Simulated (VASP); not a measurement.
# Be24NO in VASP: a series of runs

Be24NO is run at these levels: PBE; tasks: single point.

All numbers are computed with VASP 6.6.1; they aren't measurements. Logs are shortened: lines on timing, memory, paths and dates and some standing lists are left out, and cuts for length are marked.

### Step 1. The cell of the first run

The cell holds a slab with vacuum, 26 atoms: a = 4.525 Å, b = 7.134 Å, c = 22.369 Å, α = 90.00°, β = 90.00°, γ = 90.00°.

### Step 2. Single point, PBE, collinear spin, ferromagnetic start

File INCAR:

```
SYSTEM = Be24NO
PREC = Accurate ; ENCUT = 520
EDIFF = 1E-6 ; ISMEAR = 0
SIGMA = 0.1 ; LREAL = .False.
LASPH = .True. ; NELM = 200
ALGO = Normal ; ISIF = 2
LWAVE = .False. ; LCHARG = .True.
ISPIN = 2 ; MAGMOM = 0 0 0 0 0 0 0 0 0 0 0 0 0 0 0 0 0 0 0 0 0 0 0 0 1 0
LORBIT = 11 ; LDIPOL = .True.
IDIPOL = 3 ; DIPOL = 0.5 0.5 0.295
GGA = PE ; LVHAR = .True.
LVACPOTAV = .True. ; NBANDS = 52
GGA_COMPAT = .False. ; NELMDL = -8
KPAR = 4
```

File KPOINTS:

```
Automatic mesh
0
Gamma
  6 4 1
  0 0 0
```

File POSCAR:

```
Be24NO
1.0
    4.5254381411      0.0000000000      0.0000000000
    0.0000000000      7.1336190820      0.0000000000
    0.0000000000      0.0000000000     22.3685529248
Be N O
24 1 1
Direct
    0.0000000000      0.3750000000      0.1788224752
    0.0000000000      0.8750000000      0.1788224752
    0.5000000000      0.3750000000      0.1788224752
    0.5000000000      0.8750000000      0.1788224752
    0.2500000000      0.1250000000      0.2080237711
    0.2500000000      0.6250000000      0.2080237711
    0.7500000000      0.1250000000      0.2080237711
    0.7500000000      0.6250000000      0.2080237711
    0.2500000000      0.3750000000      0.2664263628
    0.2500000000      0.8750000000      0.2664263628
    0.7500000000      0.3750000000      0.2664263628
    0.7500000000      0.8750000000      0.2664263628
    0.0000000000      0.1250000000      0.2903069137
    0.0000000000      0.6250000000      0.2903069137
    0.5000000000      0.1250000000      0.2903069137
    0.5000000000      0.6250000000      0.2903069137
    0.0000000000      0.3750000000      0.3546814205
    0.0000000000      0.8750000000      0.3546814205
    0.5000000000      0.3750000000      0.3546814205
    0.5000000000      0.8750000000      0.3546814205
    0.2500000000      0.1250000000      0.3741213369
    0.2500000000      0.6250000000      0.3741213369
    0.7500000000      0.1250000000      0.3741213369
    0.7500000000      0.6250000000      0.3741213369
    0.7500000000      0.4583333333      0.4827559906
    0.8709652247      0.5792985580      0.5091323057
```

Potentials or basis: VASP PAW PBE potentials, release 64 (Be, N, O).

Run with:

```
> cat potpaw_PBE.64/Be/POTCAR potpaw_PBE.64/N/POTCAR potpaw_PBE.64/O/POTCAR > POTCAR
> mpirun -np 4 vasp_std > vasp.out
```

OUTCAR:

```text
SYSTEM = Be24NO
   PREC = Accurate
   ENCUT = 520
   EDIFF = 1E-6
   ISMEAR = 0
   LREAL = .False.
   LASPH = .True.
   NELM = 200
   ISIF = 2
   ISPIN = 2
   LORBIT = 11
   GGA = PE
   NELMDL = -8

 ion  position               nearest neighbor table
   1  0.000  0.375  0.179-   5 2.21   6 2.21   7 2.21   8 2.21   9 2.26  11 2.26   3 2.26   3 2.26

   2  0.000  0.875  0.179-   5 2.21   6 2.21   7 2.21   8 2.21  10 2.26  12 2.26   4 2.26   4 2.26

   3  0.500  0.375  0.179-   5 2.21   6 2.21   7 2.21   8 2.21   9 2.26  11 2.26   1 2.26   1 2.26
[... 39 lines left out ...]
  23  0.750  0.125  0.374-  17 2.16  18 2.16  19 2.16  20 2.16  13 2.19  15 2.19  21 2.26  21 2.26

  24  0.750  0.625  0.374-  17 2.16  18 2.16  19 2.16  20 2.16  14 2.19  16 2.19  22 2.26  22 2.26

  25  0.750  0.458  0.483-  26 1.18
  26  0.871  0.579  0.509-  25 1.18

  LATTYP: Found a simple orthorhombic cell.
 ALAT       =     4.5254381411
 B/A-ratio  =     1.5763377732
 C/A-ratio  =     4.9428480132

  Lattice vectors:

 A1 = (   4.5254381411,   0.0000000000,   0.0000000000)
 A2 = (   0.0000000000,   7.1336190820,   0.0000000000)
 A3 = (   0.0000000000,   0.0000000000,  22.3685529248)

Analysis of symmetry for initial positions (statically):
=====================================================================
 Subroutine PRICEL returns:
 Original cell was already a primitive cell.

 Routine SETGRP: Setting up the symmetry group for a
 simple orthorhombic supercell.

 Subroutine GETGRP returns: Found  1 space group operations
 (whereof  1 operations were pure point group operations)
 out of a pool of  8 trial point group operations.

The static configuration has the point symmetry C_1 .

Analysis of symmetry for dynamics (positions and initial velocities):
=====================================================================
 Subroutine PRICEL returns:
 Original cell was already a primitive cell.

 Routine SETGRP: Setting up the symmetry group for a
 simple orthorhombic supercell.

 Subroutine GETGRP returns: Found  1 space group operations
 (whereof  1 operations were pure point group operations)
 out of a pool of  8 trial point group operations.

The dynamic configuration has the point symmetry C_1 .

Analysis of structural, dynamic, and magnetic symmetry:
=====================================================================
 Subroutine PRICEL returns:
 Original cell was already a primitive cell.

 Routine SETGRP: Setting up the symmetry group for a
 simple orthorhombic supercell.

[... 189 lines left out ...]
  ---------------------------------------------------
  free energy    TOTEN  =       -95.43681802 eV

  energy without entropy =      -95.39586195  energy(sigma->0) =      -95.41633998

 E-fermi :  -1.3715     XC(G=0):  -4.0098

 val. band max:       -1.3784232818   @ k =   0.1667   0.5000   0.0000
 cond. band min:      -1.3474683718   @ k =   0.3333   0.2500   0.0000
 fundamental gap:      0.0309549100
 Fermi energy:        -1.3715224364

 spin component 1

 k-point     1 :       0.0000    0.0000    0.0000
  band No.  band energies     occupation
      1     -27.7974      1.00000
      2     -13.5852      1.00000
      3     -11.6307      1.00000
      4      -9.6739      1.00000
      5      -9.5150      1.00000
      6      -9.4598      1.00000
[... 605 lines left out ...]
     40       3.1128      0.00000
     41       3.1217      0.00000
 Fermi energy:        -1.3715224364

 spin component 2

 k-point     1 :       0.0000    0.0000    0.0000
  band No.  band energies     occupation
      1     -27.7386      1.00000
      2     -13.5029      1.00000
      3     -11.6310      1.00000
      4      -9.6132      1.00000
      5      -9.5111      1.00000
      6      -9.4624      1.00000
[... 605 lines left out ...]
     40       3.1047      0.00000
     41       3.1114      0.00000
 [bands above 41 left out]

------------------------ aborting loop because EDIFF is reached ----------------------------------------

  FORCE on cell =-STRESS in cart. coord.  units (eV):
  Direction    XX          YY          ZZ          XY          YZ          ZX
  --------------------------------------------------------------------------------------
  -------------------------------------------------------------------------------------
  Total       -0.6980046     -5.8256209     -1.5281874     -0.3320751      0.1620073     -0.2435806
  in kB       -1.5486756    -12.9254110     -3.3906172     -0.7367810      0.3594485     -0.5404367
  external PRESSURE =      -5.9549013 kB  Pullay stress =       0.0000000 kB

 VOLUME and BASIS-vectors are now :
 -----------------------------------------------------------------------------
  energy-cutoff  :      520.00
  volume of cell :      722.12
      direct lattice vectors                 reciprocal lattice vectors
     4.525438141  0.000000000  0.000000000     0.220973079  0.000000000  0.000000000
     0.000000000  7.133619082  0.000000000     0.000000000  0.140181300  0.000000000
     0.000000000  0.000000000 22.368552925     0.000000000  0.000000000  0.044705619

 POSITION                                       TOTAL-FORCE (eV/Angst)
 -----------------------------------------------------------------------------------
      0.00000      2.67511      4.00000        -0.000188      0.018683      0.560528
      0.00000      6.24192      4.00000         0.004798     -0.005382      0.542000
      2.26272      2.67511      4.00000         0.002425     -0.011514      0.560932
      2.26272      6.24192      4.00000        -0.003679      0.041471      0.562252
      1.13136      0.89170      4.65319         0.006567     -0.012812     -0.712535
      1.13136      4.45851      4.65319        -0.006157     -0.032703     -0.697865
[... 18 lines left out ...]
      3.39408      3.26958     10.79855         0.280577      0.997267     -0.018817
      3.94150      4.13250     11.38855        -0.293150     -0.787819     -0.112271
 -----------------------------------------------------------------------------------
    total drift:                               -0.000050     -0.000044      0.000310

  FREE ENERGIE OF THE ION-ELECTRON SYSTEM (eV)
  ---------------------------------------------------
  free  energy   TOTEN  =       -95.4368180239 eV

  energy  without entropy=      -95.3958619451  energy(sigma->0) =      -95.41633998

 vacuum level on the upper side and lower side of the slab         3.216         3.052

 total charge

# of ion       s       p       d       tot
------------------------------------------
    1        0.411   0.605   0.000   1.016
    2        0.413   0.603   0.000   1.016
    3        0.411   0.605   0.000   1.016
    4        0.413   0.602   0.000   1.015
    5        0.420   0.740   0.000   1.160
    6        0.420   0.740   0.000   1.160
[... 18 lines left out ...]
   25        1.357   2.267   0.000   3.625
   26        1.616   3.428   0.000   5.044
--------------------------------------------------
tot         13.063  22.715   0.000  35.778

 magnetization (x)

# of ion       s       p       d       tot
------------------------------------------
    1       -0.003  -0.003   0.000  -0.006
    2       -0.001  -0.003   0.000  -0.005
    3       -0.002  -0.004   0.000  -0.007
    4       -0.002  -0.003   0.000  -0.005
    5        0.001   0.003   0.000   0.003
    6       -0.000   0.000   0.000  -0.000
[... 18 lines left out ...]
   25        0.000   0.034   0.000   0.034
   26        0.001   0.046   0.000   0.047
--------------------------------------------------
tot         -0.012   0.074   0.000   0.063
```

OSZICAR:

```text
N       E                     dE             d eps       ncg     rms          rms(c)
DAV:   1     0.280358009523E+03    0.28036E+03   -0.19643E+04  2912   0.836E+02
DAV:   2    -0.683006409243E+02   -0.34866E+03   -0.33212E+03  4132   0.181E+02
DAV:   3    -0.104305622700E+03   -0.36005E+02   -0.35086E+02  3560   0.548E+01
[... 13 lines left out ...]
DAV:  90    -0.954368052171E+02   -0.37303E-05   -0.21318E-05  3380   0.739E-03    0.161E-03
DAV:  91    -0.954368086145E+02   -0.33974E-05   -0.14343E-05  3220   0.585E-03    0.201E-03
DAV:  92    -0.954368129838E+02   -0.43693E-05   -0.70543E-06  3148   0.442E-03    0.205E-03
DAV:  93    -0.954368173688E+02   -0.43850E-05   -0.49291E-07  2360   0.210E-03    0.993E-04
DAV:  94    -0.954368180239E+02   -0.65514E-06   -0.16645E-06  2168   0.259E-03
   1 F= -.95436818E+02 E0= -.95416340E+02  d E =-.409561E-01  mag=     0.0562
```

stdout:

```text
POSCAR found type information on POSCAR BeN O
 POSCAR found :  3 types and      26 ions
 scaLAPACK will be used
 -----------------------------------------------------------------------------
[... 26 lines left out ...]
|     Did not find any points to average over, which means that no vacuum     |
|     field-free region was found. Please increase the size of  your cell     |
|     in the dimension of the dipole correction to obtain accurate            |
|     workfunction values.                                                    |
|                                                                             |
 -----------------------------------------------------------------------------
```

It took 26 min on 4 MPI ranks of Intel Xeon 6975P-C (Granite Rapids), shared host; peak memory 1.5 GiB.

What came out:

```
Free energy                                           : -95.4368 eV
Largest force                                         : 1.036 eV/Å
Net moment                                            : 0.06 μB per cell
Site moments                                          : Be -0.01, +0.00, -0.00, +0.01 (each value once); N +0.03; O +0.05 μB
Valence electrons inside the program's atomic spheres : Be 1.02, 1.01, 1.16, 1.17, 1.21, 1.14, 1.08 (each value once); N 3.62; O 5.04
```

Forces in eV/Å, atoms in the order of the input:
```
Be   0.000  0.019  0.561
Be   0.005 -0.005  0.542
Be   0.002 -0.012  0.561
Be  -0.004  0.041  0.562
Be   0.007 -0.013 -0.713
Be  -0.006 -0.033 -0.698
Be  -0.006  0.009 -0.696
Be   0.007 -0.030 -0.703
Be   0.004  0.004  0.146
Be   0.005  0.000  0.163
Be  -0.007  0.008  0.167
Be  -0.004  0.024  0.154
Be   0.010 -0.014  0.044
Be   0.006 -0.017  0.062
Be  -0.002 -0.032  0.004
Be   0.001 -0.009  0.043
Be   0.064 -0.050  0.041
Be  -0.005  0.006 -0.024
Be  -0.069 -0.011 -0.030
Be  -0.004  0.012 -0.025
Be  -0.014  0.030 -0.007
Be   0.103  0.008 -0.096
Be   0.027 -0.066 -0.033
Be  -0.106 -0.080  0.105
N    0.281  0.997 -0.019
O   -0.293 -0.788 -0.112
```

Levels at points of the mesh, in eV from the Fermi level:
Spin up:
```csv
k point,band 26,band 27,band 28,band 29,band 30,band 31,band 32,band 33,band 34,band 35
"(0.00, 0.00, 0.00)",-2.27,-0.96,-0.41,-0.13,-0.08,0.26,0.43,0.62,1.07,1.80
"(0.50, 0.00, 0.00)",-1.10,-1.04,-0.02,0.58,0.82,0.83,1.45,1.46,1.47,1.48
"(0.00, 0.50, 0.00)",-1.10,-1.07,-0.88,-0.87,-0.22,0.10,0.34,0.48,1.44,1.58
"(0.50, 0.50, 0.00)",-0.64,-0.55,-0.46,-0.45,0.16,0.49,0.51,0.51,0.67,0.76
```
Spin down:
```tsv
k point	band 27	band 28	band 29	band 30	band 31	band 32	band 33	band 34
(0.00, 0.00, 0.00)	-0.95	-0.26	-0.19	-0.11	0.12	0.36	0.86	1.11
(0.50, 0.00, 0.00)	-1.02	0.14	0.49	0.81	0.86	1.40	1.45	1.46
(0.00, 0.50, 0.00)	-1.07	-0.88	-0.87	-0.07	0.03	0.15	0.72	1.43
(0.50, 0.50, 0.00)	-0.52	-0.47	-0.45	0.26	0.41	0.50	0.51	0.52
```

Caveat: the standard files for N, O and F lose accuracy on very short bonds.

### Step 3. Single point, PBE, collinear spin, ferromagnetic start

File INCAR:

```
SYSTEM = Be24NO
ALGO     = Normal         ! electronic algorithm
DIPOL    = 0.5 0.5 0.292
EDIFF    = 1E-6           ! SCF threshold, eV
ENCUT    = 520            ! plane-wave cutoff, eV
GGA      = PE             ! functional
GGA_COMPAT= .False.      
IDIPOL   = 3            
ISIF     = 2              ! what is computed and relaxed
ISMEAR   = 0              ! smearing method
ISPIN    = 2              ! spin polarisation
KPAR     = 4            
LASPH    = .True.         ! aspherical terms in the spheres
LCHARG   = .False.        ! write CHGCAR
LDIPOL   = .True.       
LORBIT   = 11             ! projections on sites
LREAL    = .False.        ! projectors in reciprocal space
LWAVE    = .False.        ! write WAVECAR
MAGMOM   = 0 0 0 0 0 0 0 0 0 0 0 0 0 0 0 0 0 0 0 0 0 0 0 0 1 0 ! initial moments
NBANDS   = 52             ! bands
NELM     = 200            ! most SCF steps
NELMDL   = -8           
PREC     = Accurate       ! precision mode
SIGMA    = 0.1            ! smearing width, eV
```

File KPOINTS:

```
k-points
0
Gamma
  6 4 1
  0 0 0
```

POSCAR, as its differences from that of step 2:

```diff
@@ -32,3 +32,3 @@
     0.7500000000      0.6250000000      0.3741213369
-    0.7500000000      0.4583333333      0.4827559906
-    0.8709652247      0.5792985580      0.5091323057
+    0.7500000000      0.4583333333      0.4232975176
+    0.8198393050      0.5281726383      0.4689826354
```

Potentials or basis: VASP PAW PBE potentials, release 64 (Be, N, O).

Run with:

```
> cat potpaw_PBE.64/Be/POTCAR potpaw_PBE.64/N/POTCAR potpaw_PBE.64/O/POTCAR > POTCAR
> mpirun -np 4 vasp_std > vasp.out
```

OUTCAR:

```text
SYSTEM = Be24NO
   EDIFF = 1E-6
   ENCUT = 520
   GGA = PE
   ISIF = 2
   ISMEAR = 0
   ISPIN = 2
   LASPH = .True.
   LORBIT = 11
   LREAL = .False.
   NELM = 200
   NELMDL = -8
   PREC = Accurate

 ion  position               nearest neighbor table
   1  0.000  0.375  0.179-   5 2.21   6 2.21   7 2.21   8 2.21   9 2.26  11 2.26   3 2.26   3 2.26

   2  0.000  0.875  0.179-   5 2.21   6 2.21   7 2.21   8 2.21  10 2.26  12 2.26   4 2.26   4 2.26

   3  0.500  0.375  0.179-   5 2.21   6 2.21   7 2.21   8 2.21   9 2.26  11 2.26   1 2.26   1 2.26
[... 39 lines left out ...]
  23  0.750  0.125  0.374-  17 2.16  18 2.16  19 2.16  20 2.16  13 2.19  15 2.19  21 2.26  21 2.26

[... 1518 lines left out ...]
      1.13136      0.89170      4.65319        -0.007198     -0.040779     -0.735673
      1.13136      4.45851      4.65319        -0.016911     -0.045371     -0.744980
[... 18 lines left out ...]
      3.39408      3.26958      9.46855        -1.794733     -2.401007     -4.922010
      3.71013      3.76778     10.49046         1.460165      1.268964      5.626486
 -----------------------------------------------------------------------------------
    total drift:                                0.000014      0.000256      0.000162

  FREE ENERGIE OF THE ION-ELECTRON SYSTEM (eV)
  ---------------------------------------------------
  free  energy   TOTEN  =       -95.3041356838 eV

  energy  without entropy=      -95.2699097729  energy(sigma->0) =      -95.28702273

 vacuum level on the upper side and lower side of the slab         3.683         2.945

 total charge

# of ion       s       p       d       tot
------------------------------------------
    1        0.411   0.605   0.000   1.016
    2        0.414   0.604   0.000   1.017
    3        0.416   0.601   0.000   1.017
    4        0.415   0.600   0.000   1.014
    5        0.422   0.736   0.000   1.157
    6        0.420   0.735   0.000   1.156
[... 18 lines left out ...]
   25        1.275   2.538   0.000   3.812
   26        1.609   3.488   0.000   5.097
--------------------------------------------------
tot         12.985  23.231   0.000  36.217

 magnetization (x)

# of ion       s       p       d       tot
------------------------------------------
    1        0.002   0.003   0.000   0.005
    2        0.000   0.006   0.000   0.006
    3        0.001   0.001   0.000   0.002
    4       -0.000   0.003   0.000   0.003
    5        0.000   0.002   0.000   0.002
    6        0.000   0.005   0.000   0.005
[... 18 lines left out ...]
   25        0.009   0.136   0.000   0.144
   26        0.002   0.181   0.000   0.183
--------------------------------------------------
tot          0.036   0.380   0.000   0.415
```

stdout:

```text
POSCAR found type information on POSCAR BeN O
 POSCAR found :  3 types and      26 ions
 scaLAPACK will be used
 -----------------------------------------------------------------------------
|                                                                             |
|                                                                             |
|     You have a (more or less) 'large supercell' and for larger cells it     |
|     might be more efficient to use real-space projection operators.         |
|     Therefore, try LREAL= Auto in the INCAR file.                           |
|     Mind: For very accurate calculation, you might also keep the            |
|     reciprocal projection scheme (i.e. LREAL=.FALSE.).                      |
|                                                                             |
 -----------------------------------------------------------------------------

 LDA part: xc-table for (Slater+PW92), standard interpolation
 POSCAR, INCAR and KPOINTS ok, starting setup
 FFT: planning ... GRIDC
 FFT: planning ... GRID_SOFT
 FFT: planning ... GRID
 WAVECAR not read
 entering main loop
```

Wall time 20 min (4 MPI ranks of Intel Xeon Platinum 8488C (Sapphire Rapids), shared host); peak memory 1.4 GiB.

What came out:

```yaml
Free_energy: -95.3041 eV
Largest_force: 5.950 eV/Å
Net_moment: 0.56 μB per cell
Site_moments: Be +0.01, +0.00, -0.00, +0.02, -0.01 (each value once); N +0.14; O +0.18 μB
Valence_electrons_inside_the_program's_atomic_spheres: Be 1.02, 1.01, 1.16, 1.17, 1.18, 1.21, 1.22, 1.15, 1.11, 1.14, 1.08, 1.07, 1.29 (each value once); N 3.81; O 5.10
```

Forces in eV/Å, atoms in the order of the input:
```
Be  -0.046  0.027  0.501
Be   0.047  0.002  0.410
Be   0.068 -0.023  0.529
Be  -0.032  0.060  0.466
Be  -0.007 -0.041 -0.736
Be  -0.017 -0.045 -0.745
Be   0.019  0.058 -0.619
Be   0.031 -0.072 -0.695
Be  -0.084  0.034 -0.055
Be   0.049 -0.023  0.261
Be   0.017  0.063  0.398
Be  -0.032  0.056 -0.002
Be   0.044 -0.020  0.108
Be   0.006 -0.031  0.086
Be  -0.019 -0.093  0.010
Be   0.113 -0.053  0.095
Be   0.432 -0.054  0.133
Be   0.061  0.022  0.029
Be  -0.371 -0.031  0.636
Be  -0.105  0.073 -0.023
Be   0.009  0.015 -0.061
Be   0.201  0.232 -0.548
Be   0.046 -0.240  0.172
Be  -0.092  1.214 -1.055
N   -1.795 -2.401 -4.922
O    1.460  1.269  5.626
```

Caveat: the standard files for N, O and F lose accuracy on very short bonds.

[end of part 1 of 2]
